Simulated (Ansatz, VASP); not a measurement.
# HfO2 in VASP and in Ansatz

```
Hf O
1.0
     5.14892    0.00000    0.00000
     0.00000    4.93712    0.00000
     0.00000    0.00000    4.96467
Hf O
4 8
Direct
  0.96699 0.73252 0.74144
  0.53301 0.73252 0.24144
  0.46699 0.26748 0.74144
  0.03301 0.26748 0.24144
  0.63213 0.92865 0.87927
  0.86787 0.92865 0.37927
  0.23395 0.53988 0.49229
  0.26605 0.53988 0.99229
  0.76605 0.46012 0.99229
  0.73395 0.46012 0.49229
  0.13213 0.07135 0.87927
  0.36787 0.07135 0.37927
```

Alike in both runs: task single point; functional RPBE; dispersion D4; k mesh 5 × 6 × 5; occupations fermi-dirac, width 0.05 eV; no spin polarisation.

|  | VASP | Ansatz |
| --- | --- | --- |
| version | VASP 6.6.1 | Ansatz 0.2.0 |
| potentials or method | VASP PAW PBE potentials, release 64 (Hf_pv, O) | Ansatz PAW |
| plane-wave cutoff (eV) | 520 | 420 |
| valence electrons in the cell | 88 | 152 |

VASP gave:

| Item | Value |
| --- | --- |
| gap on the k mesh at the Fermi level (eV) | 4.66 |
| least direct gap on the mesh (eV) | 4.85 |
| pressure (GPa) | 14.9 |
| traceless stress, the component that is largest in VASP (GPa) | 0.69 |
| rms of the force components (eV/Å) | 0.111 |

**Question.** Estimate Ansatz's values.

**Answer.** gap on the k mesh at the Fermi level (eV): 4.71; least direct gap on the mesh (eV): 4.89; pressure (GPa): 18.8; traceless stress, the component that is largest in VASP (GPa): 0.65; rms of the force components (eV/Å): 0.138.

VASP's potentials were made for PBE, not for RPBE. Atom by atom the forces differ by 0.033 eV/Å (rms over components). VASP's potentials hold 88 valence electrons a cell and Ansatz's 152, so a difference there can come from the potentials and not from the codes.

Spin-orbit coupling is off throughout. Noted on Ansatz's run: odd divisions of the mesh miss points on the zone boundary, where band edges often lie, so the gap on the mesh can be too wide.
